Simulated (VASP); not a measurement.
The system is Al3BiO.

```
Al Bi O
1.0
     4.67263    0.00000    0.00000
     0.00000    4.67263    0.00000
     0.00000    0.00000    4.67263
Al Bi O
3 1 1
Direct
  0.50000 0.00000 0.00000
  0.00000 0.50000 0.00000
  0.00000 0.00000 0.50000
  0.50000 0.50000 0.50000
  0.00000 0.00000 0.00000
```

- Program: VASP 6.6.1
- Task: relaxation of cell and atoms
- Functional: PBE
- Potentials or basis: VASP PAW PBE potentials, release 64 (Al, Bi_d, O)
- Cutoff: 600 eV
- k mesh: 4 × 4 × 4
- Occupations: gaussian, width 0.1 eV
- Spin: no spin polarisation

At the start: pressure -6.5 GPa; volume 20.40 Å³/atom.

Where does the relaxation end?

Over 3 steps the energy falls by 50.5 meV/atom and the volume is 18.16 Å³/atom (-11.0 %); space group Pm-3m (No. 221, to 0.05 Å).

Step by step:
| step | energy change (eV) | largest force (eV/Å) | pressure (GPa) | volume (Å³) |
| --- | --- | --- | --- | --- |
| 1 | 0.0000 | 0.0000 | -6.54 | 102.02 |
| 2 | -0.2516 | 0.0000 | 0.51 | 90.20 |
| 3 | -0.2527 | 0.0000 | 0.02 | 90.82 |

Final structure:
```
Al Bi O
1.0
     4.49491    0.00000    0.00000
     0.00000    4.49491    0.00000
     0.00000    0.00000    4.49491
Al Bi O
3 1 1
Direct
  0.50000 0.00000 0.00000
  0.00000 0.50000 0.00000
  0.00000 0.00000 0.50000
  0.50000 0.50000 0.50000
  0.00000 0.00000 0.00000
```
